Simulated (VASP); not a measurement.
# C12N in VASP: a series of runs

The runs below take C12N through single point, with PBE.

Everything below comes from runs of VASP 6.6.1. Logs are shortened: lines on timing, memory, paths and dates and some standing lists are left out, and cuts for length are marked.

### Step 1. The cell of the first run

The cell holds a slab with vacuum, 13 atoms: a = 4.933 Å, b = 8.872 Å, c = 20.291 Å, α = 90.00°, β = 90.00°, γ = 97.99°.

### Step 2. Single point, PBE

INCAR

```
SYSTEM = C12N
PREC = Accurate ; ENCUT = 520
EDIFF = 1E-6 ; ISMEAR = 0
SIGMA = 0.1 ; LREAL = .FALSE.
LASPH = .TRUE. ; NELM = 80
ALGO = Normal ; ISIF = 2
LWAVE = .FALSE. ; LCHARG = .FALSE.
LDIPOL = .TRUE. ; IDIPOL = 3
DIPOL = 0.5 0.5 0.327 ; GGA = PE
NBANDS = 38
```

KPOINTS

```
regular mesh
0
G
  6 3 1
  0 0 0
```

POSCAR

```
C12N
1.0
    4.9326910638      0.0000000000      0.0000000000
   -1.2331727659      8.7858796652      0.0000000000
    0.0000000000      0.0000000000     20.2907138818
C N
12 1
Direct
    0.0197005045      0.0788020181      0.1971345130
    0.5197005045      0.0788020181      0.1971345130
    0.2746256306      0.0985025226      0.2311704222
    0.7746256306      0.0985025226      0.2311704222
    0.2844758829      0.1379035317      0.2992422405
    0.7844758829      0.1379035317      0.2992422405
    0.0392966979      0.1571967124      0.3324023561
    0.5392966979      0.1571967124      0.3324023561
    0.0496769462      0.1987212371      0.4035397332
    0.5496769462      0.1987212371      0.4035397332
    0.3040736101      0.2163107364      0.4332382751
    0.8040736101      0.2163107364      0.4332382751
    0.6790736101      0.4663107364      0.4540528992
```

Potentials or basis: VASP PAW PBE potentials, release 64 (C, N).

Command:

```console
> cat potpaw_PBE.64/C/POTCAR potpaw_PBE.64/N/POTCAR > POTCAR
> mpirun -np 1 vasp_std > vasp.out
```

OUTCAR:

```text
SYSTEM = C12N
   PREC = Accurate
   ENCUT = 520
   EDIFF = 1E-6
   ISMEAR = 0
   LREAL = .FALSE.
   LASPH = .TRUE.
   NELM = 80
   ISIF = 2
   GGA = PE

 ion  position               nearest neighbor table
   1  0.020  0.079  0.197-   3 1.42   4 1.42
   2  0.520  0.079  0.197-   4 1.42   3 1.42
   3  0.275  0.099  0.231-   1 1.42   5 1.42   2 1.42
   4  0.775  0.099  0.231-   2 1.42   6 1.42   1 1.42
   5  0.284  0.138  0.299-   8 1.41   7 1.41   3 1.42
   6  0.784  0.138  0.299-   7 1.41   8 1.41   4 1.42
   7  0.039  0.157  0.332-   6 1.41   5 1.41   9 1.49
   8  0.539  0.157  0.332-   5 1.41   6 1.41  10 1.49
   9  0.050  0.199  0.404-  11 1.38  12 1.38   7 1.49
  10  0.550  0.199  0.404-  12 1.38  11 1.38   8 1.49
  11  0.304  0.216  0.433-   9 1.38  10 1.38
  12  0.804  0.216  0.433-  10 1.38   9 1.38
  13  0.679  0.466  0.454-

  LATTYP: Found a simple monoclinic cell.
 ALAT       =     4.9326910638
 B/A-ratio  =     4.1135180816
 C/A-ratio  =     1.7986126829
 COS(beta)  =    -0.1389960175

  Lattice vectors:

 A1 = (   4.9326910638,   0.0000000000,   0.0000000000)
 A2 = (   0.0000000000,   0.0000000000, -20.2907138818)
 A3 = (  -1.2331727659,   8.7858796652,   0.0000000000)

Analysis of symmetry for initial positions (statically):
=====================================================================
 Subroutine PRICEL returns:
 Original cell was already a primitive cell.

 Routine SETGRP: Setting up the symmetry group for a
 simple monoclinic supercell.

 Subroutine GETGRP returns: Found  1 space group operations
 (whereof  1 operations were pure point group operations)
 out of a pool of  4 trial point group operations.

The static configuration has the point symmetry C_1 .

Analysis of symmetry for dynamics (positions and initial velocities):
=====================================================================
 Subroutine PRICEL returns:
 Original cell was already a primitive cell.

 Routine SETGRP: Setting up the symmetry group for a
 simple monoclinic supercell.

 Subroutine GETGRP returns: Found  1 space group operations
 (whereof  1 operations were pure point group operations)
 out of a pool of  4 trial point group operations.

The dynamic configuration has the point symmetry C_1 .

 Subroutine INISYM returns: Found  1 space group operations
 (whereof  1 operations are pure point group operations),
 and found     1 'primitive' translations

----------------------------------------------------------------------------------------

                                     Primitive cell

  volume of cell :     879.3596

  direct lattice vectors                    reciprocal lattice vectors
     4.932691064  0.000000000  0.000000000     0.202729096  0.028454749  0.000000000
    -1.233172766  8.785879665  0.000000000     0.000000000  0.113818996  0.000000000
     0.000000000  0.000000000 20.290713882     0.000000000  0.000000000  0.049283628

  length of vectors
     4.932691064  8.872000708 20.290713882     0.204716289  0.113818996  0.049283628

  position of ions in fractional coordinates (direct lattice)
     0.019700505  0.078802018  0.197134513
     0.519700505  0.078802018  0.197134513
     0.274625631  0.098502523  0.231170422
     0.774625631  0.098502523  0.231170422
     0.284475883  0.137903532  0.299242240
     0.784475883  0.137903532  0.299242240
     0.039296698  0.157196712  0.332402356
     0.539296698  0.157196712  0.332402356
     0.049676946  0.198721237  0.403539733
     0.549676946  0.198721237  0.403539733
     0.304073610  0.216310736  0.433238275
     0.804073610  0.216310736  0.433238275
     0.679073610  0.466310736  0.454052899

  ion indices of the primitive-cell ions
   primitive index   ion index
                 1           1
                 2           2
                 3           3
                 4           4
                 5           5
                 6           6
                 7           7
                 8           8
                 9           9
                10          10
                11          11
                12          12
                13          13

----------------------------------------------------------------------------------------

 KPOINTS: regular mesh

Automatic generation of k-mesh.
 Grid dimensions read from file:
 generate k-points for:    6    3    1

 Generating k-lattice:

  Cartesian coordinates                     Fractional coordinates (reciprocal lattice)
     0.033788183  0.004742458  0.000000000     0.166666667  0.000000000  0.000000000
     0.000000000  0.037939665  0.000000000     0.000000000  0.333333333  0.000000000
     0.000000000  0.000000000  0.049283628     0.000000000  0.000000000  1.000000000

  Length of vectors
     0.034119382  0.037939665  0.049283628

  Shift w.r.t. Gamma in fractional coordinates (k-lattice)
     0.000000000  0.000000000  0.000000000

 Subroutine IBZKPT returns following result:
 ===========================================

 Found     10 irreducible k-points:

 Following reciprocal coordinates:
            Coordinates               Weight
  0.000000  0.000000  0.000000      1.000000
  0.166667  0.000000  0.000000      2.000000
  0.333333  0.000000  0.000000      2.000000
  0.500000  0.000000  0.000000      1.000000
  0.000000  0.333333  0.000000      2.000000
  0.166667  0.333333  0.000000      2.000000
  0.333333  0.333333  0.000000      2.000000
  0.500000  0.333333  0.000000      2.000000
 -0.333333  0.333333  0.000000      2.000000
 -0.166667  0.333333  0.000000      2.000000
   k-points           NKPTS =     10   k-points in BZ     NKDIM =     10   number of bands    NBANDS=     38
   number of dos      NEDOS =    301   number of ions     NIONS =     13
   total plane-waves  NPLWV = 448000
   dimension x,y,z NGX =    40 NGY =   70 NGZ =  160
   dimension x,y,z NGXF=    80 NGYF=  140 NGZF=  320
   ions per type =              12   1
   NGX,Y,Z   is equivalent  to a cutoff of  13.48, 13.12, 13.11 a.u.
   NGXF,Y,Z  is equivalent  to a cutoff of  26.96, 26.23, 26.22 a.u.
 SYSTEM =  C12N
   PREC   = accura    normal or accurate (medium, high low for compatibility)
   ISTART =      0    job   : 0-new  1-cont  2-samecut
   ICHARG =      2    charge: 1-file 2-atom 10-const
   ISPIN  =      1    spin polarized calculation?
   LNONCOLLINEAR =      F non collinear calculations
   LSORBIT =      F    spin-orbit coupling
   LASPH  =      T    aspherical Exc in radial PAW
   ENCUT  =  520.0 eV  38.22 Ry    6.18 a.u.   9.17 16.50 37.73*2*pi/ulx,y,z
   NELM   =     80;   NELMIN=  2; NELMDL= -5     # of ELM steps
   EDIFF  = 0.1E-05   stopping-criterion for ELM
   LREAL  =      F    real-space projection
   EDIFFG = 0.1E-04   stopping-criterion for IOM
   NSW    =      0    number of steps for IOM
   IBRION =     -1    ionic relax: 0-MD 1-quasi-New 2-CG
   NFREE  =      0    steps in history (QN), initial steepest desc. (CG)
   ISIF   =      2    stress and relaxation
   ISYM   =      2    0-nonsym 1-usesym 2-fastsym
   POTIM  = 0.5000    time-step for ionic-motion
   TEBEG  =    0.0;   TEEND  =   0.0 temperature during run
   PSTRESS=    0.0 pullay stress
   NELECT =      53.0000    total number of electrons
   NUPDOWN=      -1.0000    fix difference up-down
   EMIN   =  10.00;   EMAX   =-10.00  energy-range for DOS
   EFERMI =   0.00;   METHOD = LEGACY
   ISMEAR =     0;   SIGMA  =   0.10  broadening in eV -4-tet -1-fermi 0-gaus
   EFERMI_NEDOS =   21; number of points for ismear=-14 and -15
   IALGO  =     38    algorithm
   IMIX   =      4    mixing-type and parameters
     AMIX     =   0.40;   BMIX     =  1.00
     AMIX_MAG =   1.60;   BMIX_MAG =  1.00
  volume/ion in A,a.u.               =      67.64       456.48
  Fermi-wavevector in a.u.,A,eV,Ry     =   0.641866  1.212952  5.605497  0.411992
  Thomas-Fermi vector in A             =   1.708347
   LORBIT       =      0    0 simple, 1 ext, 2 COOP (PROOUT), +10 PAW based schemes
   GGA     = PE    functional components
   LHFCALC =     F    Hartree Fock is set to
   AEXX    =    0.0000 exact exchange contribution
   IVDW    =     0    specifies the selected vdW correction
   LEPSILON=     F    determine dielectric tensor
   LRPA    =     F    only Hartree local field effects (RPA)
 non-spin polarized calculation
 Gauss-broadening in eV      SIGMA  =   0.10
  energy-cutoff  :      520.00
  volume of cell :      879.36
 maximum number of plane-waves:     23724
 NGX is ok and might be reduce to    40
   NGX = 19   NGY = 33   NGZ = 75

 dipolmoment           0.000000      0.000000     -0.043160 electrons x Angstroem

 number of electron      53.0000001 magnetization

 dipolmoment           0.000000      0.000000      0.085367 electrons x Angstroem

 Free energy of the ion-electron system (eV)
  ---------------------------------------------------
  ext. energy  EPLUGINS =         0.00000000
  ---------------------------------------------------
  free energy    TOTEN  =      -100.03121820 eV

  energy without entropy =      -99.93226684  energy(sigma->0) =      -99.98174252

 E-fermi :  -4.8922     XC(G=0):  -2.2102

 val. band max:       -4.9314608040   @ k =   0.0000   0.0000   0.0000
 cond. band min:      -4.8552712315   @ k =   0.1667   0.3333   0.0000
 fundamental gap:      0.0761895725
 Fermi energy:        -4.8922047542

 k-point     1 :       0.0000    0.0000    0.0000
  band No.  band energies     occupation
      1     -23.4509      2.00000
      2     -21.8205      2.00000
      3     -19.4852      2.00000
      4     -19.3124      2.00000
      5     -19.2303      2.00000
      6     -17.6811      2.00000
[... 30 lines left out ...]
     37       1.2524      0.00000
     38       1.8300      0.00000
[... 367 lines left out ...]
     37       1.4165      0.00000
     38       1.5661      0.00000

------------------------ aborting loop because EDIFF is reached ----------------------------------------

 vacuum level on the upper side and lower side of the slab       (xc-potential included)         0.055        -0.326

  FORCE on cell =-STRESS in cart. coord.  units (eV):
  Direction    XX          YY          ZZ          XY          YZ          ZX
  --------------------------------------------------------------------------------------
  -------------------------------------------------------------------------------------
  Total        0.8423767     -6.5769816     -0.2500535      0.5952546     -0.0198019      0.1457736
  in kB        1.5347951    -11.9831422     -0.4555930      1.0845432     -0.0360788      0.2655969
  external PRESSURE =      -3.6346467 kB  Pullay stress =       0.0000000 kB

 VOLUME and BASIS-vectors are now :
 -----------------------------------------------------------------------------
  energy-cutoff  :      520.00
  volume of cell :      879.36
      direct lattice vectors                 reciprocal lattice vectors
     4.932691064  0.000000000  0.000000000     0.202729096  0.028454749  0.000000000
    -1.233172766  8.785879665  0.000000000     0.000000000  0.113818996  0.000000000
     0.000000000  0.000000000 20.290713882     0.000000000  0.000000000  0.049283628

 POSITION                                       TOTAL-FORCE (eV/Angst)
 -----------------------------------------------------------------------------------
     -0.00000      0.69235      4.00000         0.031776      0.583951      1.992293
      2.46635      0.69235      4.00000        -0.029606      0.497948      1.975719
      1.23317      0.86543      4.69061        -0.004610     -0.856296     -3.258092
      3.69952      0.86543      4.69061         0.004209     -0.885780     -3.404530
      1.23317      1.21160      6.07184        -0.013417      0.332197      1.258839
      3.69952      1.21160      6.07184         0.025245      0.332733      1.361154
     -0.00001      1.38111      6.74468         0.073982     -0.237012      0.488489
      2.46633      1.38111      6.74468        -0.123951     -0.247180      0.579483
     -0.00002      1.74594      8.18811         0.375588      0.126829     -0.115260
      2.46633      1.74594      8.18811        -0.331096     -0.371303     -1.270068
      1.23315      1.90048      8.79071         0.526602      1.109758      0.011022
      3.69950      1.90048      8.79071        -0.802043      2.701431      0.395684
      2.77462      4.09695      9.21306         0.267321     -3.087276     -0.014732
 -----------------------------------------------------------------------------------
    total drift:                                0.000262      0.000098      0.001112

  FREE ENERGIE OF THE ION-ELECTRON SYSTEM (eV)
  ---------------------------------------------------
  free  energy   TOTEN  =      -100.0312181972 eV

  energy  without entropy=      -99.9322668379  energy(sigma->0) =      -99.98174252

 vacuum level on the upper side and lower side of the slab         1.569         1.201
```

Run time: 15 min. Hardware: 1 thread of Intel Xeon Platinum 8259CL at 2.50GHz (Skylake/Cascade Lake), shared host; peak memory 0.99 GiB.

Results:

```yaml
Free_energy: -100.0312 eV
Largest_force: 3.518 eV/Å
Band_gap_on_the_k_mesh: zero (an odd number of electrons rules out a gap without spin polarisation)
```

Forces on the atoms (eV/Å):
```
C    0.032  0.584  1.992
C   -0.030  0.498  1.976
C   -0.005 -0.856 -3.258
C    0.004 -0.886 -3.405
C   -0.013  0.332  1.259
C    0.025  0.333  1.361
C    0.074 -0.237  0.488
C   -0.124 -0.247  0.579
C    0.376  0.127 -0.115
C   -0.331 -0.371 -1.270
C    0.527  1.110  0.011
C   -0.802  2.701  0.396
N    0.267 -3.087 -0.015
```

Caveat: an odd number of electrons without spin polarisation forces a metal; a magnetic or distorted state may lie lower.

### Step 3. Single point, PBE

INCAR

```
  ALGO = Normal
  DIPOL = 0.5 0.5 0.313
  EDIFF = 1E-6
  ENCUT = 520
  GGA = PE
  IDIPOL = 3
  ISIF = 2
  ISMEAR = 0
  LASPH = True
  LCHARG = False
  LDIPOL = True
  LREAL = False
  LWAVE = False
  NBANDS = 38
  NELM = 80
  PREC = Accurate
  SIGMA = 0.1
```

KPOINTS

```
k-points
0
Gamma
  6 3 1
```

POSCAR: that of step 2 with these lines changed.

```diff
@@ -20,2 +20,2 @@
     0.8040736101      0.2163107364      0.4332382751
-    0.6790736101      0.4663107364      0.4540528992
+    0.6790736101      0.9663107364      0.2743984341
```

Potentials or basis: VASP PAW PBE potentials, release 64 (C, N).

Command:

```console
> cat potpaw_PBE.64/C/POTCAR potpaw_PBE.64/N/POTCAR > POTCAR
> mpirun -np 1 vasp_std > vasp.out
```

Wall time 15 min (1 thread of Intel Xeon Platinum 8259CL at 2.50GHz (Skylake/Cascade Lake), shared host); peak memory 0.99 GiB.

The run converged. Its results:

```yaml
Free_energy: -101.5121 eV
Largest_force: 4.567 eV/Å
Band_gap_on_the_k_mesh: zero (an odd number of electrons rules out a gap without spin polarisation)
```

Forces on the atoms (eV/Å):
```
C    2.810  0.736  1.097
C   -1.378  0.195  1.037
C   -1.451 -0.889 -4.238
C   -0.016 -1.429 -4.041
C   -0.950  0.660  2.514
C   -0.654 -1.068  2.808
C    2.254  0.335  0.360
C   -1.656  0.943  0.708
C    0.050 -0.006  0.026
C   -0.283 -0.025  0.037
C   -0.011 -0.233 -0.238
C    0.187  0.205 -0.111
N    1.098  0.576  0.042
```

Levels at points of the mesh, in eV from the Fermi level:
```tsv
k point	band 24	band 25	band 26	band 27	band 28	band 29
(0.00, 0.00, 0.00)	-0.82	-0.46	-0.18	-0.12	0.50	0.65
(0.50, 0.00, 0.00)	-0.72	-0.30	-0.03	0.03	0.20	0.91
```

Caveat: an odd number of electrons without spin polarisation forces a metal; a magnetic or distorted state may lie lower.

The gap in the log of VASP goes by the Fermi energy; the results here count the filled bands.